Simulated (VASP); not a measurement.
Set up this calculation in VASP 6.6.1, as the native input.

| Property | Result |
| --- | --- |
| Task | single point |
| Functional | PBE |
| Potentials or basis | VASP PAW PBE potentials, release 64 (Ti_sv, C) |
| Cutoff | 520 eV |
| k mesh | 6 × 6 × 4 |
| Occupations | gaussian, width 0.1 eV |
| Spin | no spin polarisation |
| Dipole correction | no |
| Further INCAR settings | ALGO = Normal; EDIFF = 1e-06; NBANDS = 41 |

The structure of Ti5C lies in POSCAR:

```
Ti5C
1.0
    5.0693442700      0.0000000000      0.0000000000
   -2.5346721300      4.3901809200      0.0000000000
    0.0000000000      0.0000000000      4.5583503900
Ti C
5 1
Direct
    0.0000000000      0.3345335700      0.0000000000
    0.6654664300      0.6654664300      0.0000000000
    0.3345335700      0.0000000000      0.0000000000
    0.6666666700      0.3333333300      0.5000000000
    0.3333333300      0.6666666700      0.5000000000
    0.0000000000      0.0000000000      0.5000000000
```

The cell was built from a structure type or drawn by symmetry, and may not be a known phase.

One way to write it, as run:

INCAR

```
PREC = Accurate ; ENCUT = 520
EDIFF = 1E-6 ; ISMEAR = 0
SIGMA = 0.1 ; LREAL = False
LASPH = True ; NELM = 60
ALGO = Normal ; ISIF = 2
LWAVE = False ; LCHARG = True
GGA = PE ; LELF = True
LVHAR = True ; NBANDS = 41
```

KPOINTS

```
regular mesh
0
Gamma
  6 6 4
```

Potentials or basis: VASP PAW PBE potentials, release 64 (Ti_sv, C).

Command:

```console
$ cat potpaw_PBE.64/Ti_sv/POTCAR potpaw_PBE.64/C/POTCAR > POTCAR
$ mpirun -np 1 vasp_std > vasp.out
```

Results of the run:

```
Pressure               : -12.3 GPa
Largest force          : 1.883 eV/Å
Band gap on the k mesh : zero (bands 32 and 33 overlap by 0.41 eV)
```

Caveat: the cell stands under tension; forces of over 1 eV/Å act on the atoms, so gaps and moduli don't describe the material at rest.

It took 3.7 min on 1 thread of Intel Xeon 8259CL, on a shared host, peak memory 0.26 GiB.
